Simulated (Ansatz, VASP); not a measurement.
## One calculation of Ge, two programs

File POSCAR:

```
Ge
1.0
    3.9159795603      0.0000000000      0.0000000000
   -1.9579897802      3.3913377800      0.0000000000
    0.0000000000      0.0000000000      6.4646589660
Ge
4
Direct
    0.3333333333      0.6666666667      0.9370987500
    0.6666666667      0.3333333333      0.4370987500
    0.3333333333      0.6666666667      0.5629012500
    0.6666666667      0.3333333333      0.0629012500
```

INCAR.step1

```
SYSTEM = Ge
ALGO     = Normal         ! electronic algorithm
EDIFF    = 1E-4           ! SCF threshold, eV
ENCUT    = 520            ! plane-wave cutoff, eV
GGA      = PE             ! functional
ISMEAR   = -1             ! smearing method
LASPH    = .TRUE.         ! aspherical terms in the spheres
LCHARG   = .FALSE.        ! write CHGCAR
LREAL    = .FALSE.        ! projectors in reciprocal space
LWAVE    = .TRUE.         ! write WAVECAR
NBANDS   = 36             ! bands
NELM     = 100            ! most SCF steps
PREC     = Accurate       ! precision mode
SIGMA    = 0.05           ! smearing width, eV
```

Contents of INCAR.step2:

```
SYSTEM = Ge
ALGO     = Normal         ! electronic algorithm
EDIFF    = 1E-6           ! SCF threshold, eV
ENCUT    = 520            ! plane-wave cutoff, eV
ISIF     = 2              ! what is computed and relaxed
ISMEAR   = -1             ! smearing method
ISTART   = 1            
LASPH    = .TRUE.         ! aspherical terms in the spheres
LCHARG   = .TRUE.         ! write CHGCAR
LELF     = .TRUE.         ! ELF
LMIXTAU  = .TRUE.       
LREAL    = .FALSE.        ! projectors in reciprocal space
LVHAR    = .TRUE.       
LWAVE    = .FALSE.        ! write WAVECAR
METAGGA  = R2SCAN         ! meta-GGA
NBANDS   = 36             ! bands
NELM     = 100            ! most SCF steps
PREC     = Accurate       ! precision mode
SIGMA    = 0.05           ! smearing width, eV
```

KPOINTS

```
k-points
0
G
  8 8 4
  0 0 0
```

The input input.yaml:

```yaml
crystal:
  lattice:
    - [3.9159795603, 0.0, 0.0]
    - [-1.9579897802, 3.39133778, 0.0]
    - [0.0, 0.0, 6.464658966]
  atoms:
    - { symbol: Ge, position: [0.3333333333, 0.6666666667, 0.93709875] }
    - { symbol: Ge, position: [0.6666666667, 0.3333333333, 0.43709875] }
    - { symbol: Ge, position: [0.3333333333, 0.6666666667, 0.56290125] }
    - { symbol: Ge, position: [0.6666666667, 0.3333333333, 0.06290125] }
hamiltonian:
  xc: r2scan
  pseudopotentials: { kind: paw }
kpoints:
  mp_grid: { grid: [8, 8, 4] }
scf:
  occupations: { method: fermi_dirac, width: 0.05 }
output:
  forces: true
  stress: true
  eigenvalues: true
  write_density: true
  write_potential: true
  elf: true
  volumetric_format: npy
```

Alike in both runs: task single point; functional r2SCAN; k mesh 8 × 8 × 4; occupations fermi-dirac, width 0.05 eV; no spin polarisation.

|  | VASP | Ansatz |
| --- | --- | --- |
| version | VASP 6.6.1 | Ansatz 0.2.0 |
| potentials or method | VASP PAW PBE potentials, release 64 (Ge_d) | Ansatz PAW |
| plane-wave cutoff (eV) | 520 | 500 |
| valence electrons in the cell | 56 | 56 |

VASP gave:

```
gap on the k mesh at the Fermi level (eV) : 0.23
least direct gap on the mesh (eV)         : 0.23
pressure (GPa)                            : 5.1
rms of the force components (eV/Å)        : 0.023
```

Q: What did Ansatz give for the same quantities?

A: gap on the k mesh at the Fermi level (eV): 0.26; least direct gap on the mesh (eV): 0.26; pressure (GPa): 5.0; rms of the force components (eV/Å): 0.017.

VASP's potentials were made for PBE, not for r2SCAN. Atom by atom the forces differ by 0.006 eV/Å (rms over components).
